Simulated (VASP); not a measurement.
# Au in VASP: single point with PBE

Aim: the single point of Au with PBE.

Program: VASP 6.6.1. These are calculated values, not measurements. Logs are shortened: lines on timing, memory, paths and dates and some standing lists are left out, and cuts for length are marked.

## (1) The cell of the first run

The cell holds a slab with vacuum, 5 atoms: a = 2.884 Å, b = 2.884 Å, c = 24.418 Å, α = 90.00°, β = 90.00°, γ = 60.00°.

## (2) Single point, PBE

The input, INCAR:

```
SYSTEM = Au
PREC = Accurate
ENCUT = 400
EDIFF = 1E-6
ISMEAR = 0
SIGMA = 0.1
LREAL = .FALSE.
LASPH = .TRUE.
NELM = 120
ALGO = Normal
ISIF = 2
LWAVE = .FALSE.
LCHARG = .TRUE.
LDIPOL = .TRUE.
IDIPOL = 3
DIPOL = 0.5 0.5 0.500
GGA = PE
LELF = .TRUE.
LVHAR = .TRUE.
LVACPOTAV = .TRUE.
NBANDS = 36
GGA_COMPAT = .FALSE.
NELMDL = -8
```

The input, KPOINTS:

```
regular mesh
0
G
  16 16 1
  0 0 0
```

The input, POSCAR:

```
Au
1.0
    2.8835814537      0.0000000000      0.0000000000
    1.4417907268      2.4972547928      0.0000000000
    0.0000000000      0.0000000000     24.4177375910
Au
5
Direct
    0.0000000000      0.0000000000      0.2982090235
    0.3333333333      0.3333333333      0.3999288238
    0.6666666667      0.6666666667      0.5000001825
    0.0000000000      0.0000000000      0.6000714898
    0.3333333333      0.3333333333      0.7017904803
```

Potentials or basis: VASP PAW PBE potentials, release 64 (Au).

Launch:

```sh
$ cat potpaw_PBE.64/Au/POTCAR > POTCAR
$ mpirun -np 1 vasp_std > vasp.out
```

OUTCAR:

```text
SYSTEM = Au
   PREC = Accurate
   ENCUT = 400
   EDIFF = 1E-6
   ISMEAR = 0
   LREAL = .FALSE.
   LASPH = .TRUE.
   NELM = 120
   ISIF = 2
   GGA = PE
   NELMDL = -8

 ion  position               nearest neighbor table
   1  0.000  0.000  0.298-   2 2.99   2 2.99   2 2.99
   2  0.333  0.333  0.400-   3 2.96   3 2.96   3 2.96   1 2.99   1 2.99   1 2.99
   3  0.667  0.667  0.500-   4 2.96   4 2.96   4 2.96   2 2.96   2 2.96   2 2.96
   4  0.000  0.000  0.600-   3 2.96   3 2.96   3 2.96   5 2.99   5 2.99   5 2.99
   5  0.333  0.333  0.702-   4 2.99   4 2.99   4 2.99

  LATTYP: Found a hexagonal cell.
 ALAT       =     2.8835814537
 C/A-ratio  =     8.4678508248

  Lattice vectors:

 A1 = (  -1.4417907268,  -2.4972547928,   0.0000000000)
 A2 = (   2.8835814537,   0.0000000000,   0.0000000000)
 A3 = (   0.0000000000,   0.0000000000,  24.4177375910)

Analysis of symmetry for initial positions (statically):
=====================================================================
 Subroutine PRICEL returns:
 Original cell was already a primitive cell.

 Routine SETGRP: Setting up the symmetry group for a
 hexagonal supercell.

 Subroutine GETGRP returns: Found 12 space group operations
 (whereof  6 operations were pure point group operations)
 out of a pool of 24 trial point group operations.

The static configuration has the point symmetry C_3v.
 The point group associated with its full space group is D_3d.

Analysis of symmetry for dynamics (positions and initial velocities):
=====================================================================
 Subroutine PRICEL returns:
 Original cell was already a primitive cell.

 Routine SETGRP: Setting up the symmetry group for a
 hexagonal supercell.

 Subroutine GETGRP returns: Found 12 space group operations
 (whereof  6 operations were pure point group operations)
 out of a pool of 24 trial point group operations.

The dynamic configuration has the point symmetry C_3v.
 The point group associated with its full space group is D_3d.

 Subroutine INISYM returns: Found 12 space group operations
 (whereof  6 operations are pure point group operations),
 and found     1 'primitive' translations

----------------------------------------------------------------------------------------

                                     Primitive cell

  volume of cell :     175.8330

  direct lattice vectors                    reciprocal lattice vectors
[... 93 lines left out ...]
   EDIFF  = 0.1E-05   stopping-criterion for ELM
   LREAL  =      F    real-space projection
   EDIFFG = 0.1E-04   stopping-criterion for IOM
   NSW    =      0    number of steps for IOM
   IBRION =     -1    ionic relax: 0-MD 1-quasi-New 2-CG
   NFREE  =      0    steps in history (QN), initial steepest desc. (CG)
   ISIF   =      2    stress and relaxation
   ISYM   =      2    0-nonsym 1-usesym 2-fastsym
   POTIM  = 0.5000    time-step for ionic-motion
   TEBEG  =    0.0;   TEEND  =   0.0 temperature during run
   PSTRESS=    0.0 pullay stress
   NELECT =      55.0000    total number of electrons
   NUPDOWN=      -1.0000    fix difference up-down
   EMIN   =  10.00;   EMAX   =-10.00  energy-range for DOS
   EFERMI =   0.00;   METHOD = LEGACY
   ISMEAR =     0;   SIGMA  =   0.10  broadening in eV -4-tet -1-fermi 0-gaus
   EFERMI_NEDOS =   21; number of points for ismear=-14 and -15
   IALGO  =     38    algorithm
   IMIX   =      4    mixing-type and parameters
     AMIX     =   0.40;   BMIX     =  1.00
     AMIX_MAG =   1.60;   BMIX_MAG =  1.00
  volume/ion in A,a.u.               =      35.17       237.32
  Fermi-wavevector in a.u.,A,eV,Ry     =   1.111294  2.100041 16.802840  1.234974
  Thomas-Fermi vector in A             =   2.247855
   LORBIT       =      0    0 simple, 1 ext, 2 COOP (PROOUT), +10 PAW based schemes
   GGA     = PE    functional components
   LHFCALC =     F    Hartree Fock is set to
   AEXX    =    0.0000 exact exchange contribution
   IVDW    =     0    specifies the selected vdW correction
   LEPSILON=     F    determine dielectric tensor
   LRPA    =     F    only Hartree local field effects (RPA)
 non-spin polarized calculation
 Gauss-broadening in eV      SIGMA  =   0.10
  energy-cutoff  :      400.00
  volume of cell :      175.83
 maximum number of plane-waves:      3223
   NGX =  9   NGY =  9   NGZ = 79

 dipolmoment           0.000000      0.000000      0.000000 electrons x Angstroem

 number of electron      54.9999999 magnetization

 dipolmoment           0.000000      0.000000     -0.000007 electrons x Angstroem

 Free energy of the ion-electron system (eV)
  ---------------------------------------------------
  ext. energy  EPLUGINS =         0.00000000
  ---------------------------------------------------
  free energy    TOTEN  =       -15.48677645 eV

  energy without entropy =      -15.47195550  energy(sigma->0) =      -15.47936597

 E-fermi :   1.8343     XC(G=0):  -6.9272

 val. band max:        1.8328679222   @ k =   0.5000   0.1875   0.0000
 cond. band min:       1.8384674567   @ k =   0.5000   0.2500   0.0000
 fundamental gap:      0.0055995345
 Fermi energy:         1.8342507097

 k-point     1 :       0.0000    0.0000    0.0000
  band No.  band energies     occupation
      1      -7.3604      2.00000
      2      -6.5542      2.00000
      3      -5.6787      2.00000
      4      -5.1474      2.00000
      5      -5.1436      2.00000
      6      -2.9274      2.00000
[... 925 lines left out ...]
     35       9.3903      0.00000
     36      10.2252      0.00000

 [... further k-points ...]
[... 5 lines left out ...]
  --------------------------------------------------------------------------------------
  -------------------------------------------------------------------------------------
  Total       -0.5524158     -0.5524158     -0.0902943      0.0000000     -0.0000000     -0.0000000
  in kB       -5.0335708     -5.0335708     -0.8227547      0.0000000     -0.0000000     -0.0000000
  external PRESSURE =      -3.6299654 kB  Pullay stress =       0.0000000 kB

 VOLUME and BASIS-vectors are now :
 -----------------------------------------------------------------------------
  energy-cutoff  :      400.00
  volume of cell :      175.83
      direct lattice vectors                 reciprocal lattice vectors
     2.883581454  0.000000000  0.000000000     0.346790967 -0.200219858  0.000000000
     1.441790727  2.497254793  0.000000000     0.000000000  0.400439716  0.000000000
     0.000000000  0.000000000 24.417737591     0.000000000  0.000000000  0.040953835

 POSITION                                       TOTAL-FORCE (eV/Angst)
 -----------------------------------------------------------------------------------
      0.00000      0.00000      7.28159        -0.000000      0.000000      0.000463
      1.44179      0.83242      9.76536        -0.000000     -0.000000      0.006800
      2.88358      1.66484     12.20887         0.000000      0.000000      0.000000
      0.00000      0.00000     14.65239         0.000000      0.000000     -0.006800
      1.44179      0.83242     17.13614         0.000000     -0.000000     -0.000463
 -----------------------------------------------------------------------------------
    total drift:                                0.000000      0.000000     -0.000385

  FREE ENERGIE OF THE ION-ELECTRON SYSTEM (eV)
  ---------------------------------------------------
  free  energy   TOTEN  =       -15.4867764492 eV

  energy  without entropy=      -15.4719555005  energy(sigma->0) =      -15.47936597

 vacuum level on the upper side and lower side of the slab         7.037         7.037
```

stdout:

```text
POSCAR found type information on POSCAR Au
 POSCAR found :  1 types and       5 ions
 scaLAPACK will be used
 LDA part: xc-table for (Slater+PW92), standard interpolation
 POSCAR, INCAR and KPOINTS ok, starting setup
 FFT: planning ... GRIDC
 FFT: planning ... GRID_SOFT
 FFT: planning ... GRID
 WAVECAR not read
 entering main loop
 -----------------------------------------------------------------------------
|                                                                             |
|           W    W    AA    RRRRR   N    N  II  N    N   GGGG   !!!           |
|           W    W   A  A   R    R  NN   N  II  NN   N  G    G  !!!           |
|           W    W  A    A  R    R  N N  N  II  N N  N  G       !!!           |
|           W WW W  AAAAAA  RRRRR   N  N N  II  N  N N  G  GGG   !            |
|           WW  WW  A    A  R   R   N   NN  II  N   NN  G    G                |
|           W    W  A    A  R    R  N    N  II  N    N   GGGG   !!!           |
|                                                                             |
|     Did not find any points to average over, which means that no vacuum     |
|     field-free region was found. Please increase the size of  your cell     |
|     in the dimension of the dipole correction to obtain accurate            |
|     workfunction values.                                                    |
|                                                                             |
 -----------------------------------------------------------------------------
```

It took 85 s on 1 thread of Intel Xeon 6975P-C (Granite Rapids), shared host; peak memory 0.28 GiB.

What came out:

* Free energy: -15.4868 eV
* Largest force: 0.007 eV/Å

Forces on the atoms (eV/Å):
```
Au   0.000  0.000  0.000
Au   0.000  0.000  0.007
Au   0.000  0.000  0.000
Au   0.000  0.000 -0.007
Au   0.000  0.000  0.000
```

Levels at points of the mesh, in eV from the Fermi level:
| k point | band 26 | band 27 | band 28 | band 29 | band 30 | band 31 |
| --- | --- | --- | --- | --- | --- | --- |
| (0.00, 0.00, 0.00) | -2.14 | -2.14 | -2.00 | -2.00 | -1.00 | -0.05 |
| (0.50, 0.00, 0.00) | -0.07 | 0.82 | 1.20 | 1.47 | 1.50 | 3.38 |

Caveat: spin-orbit coupling is left out, which moves the levels of the heavy elements.
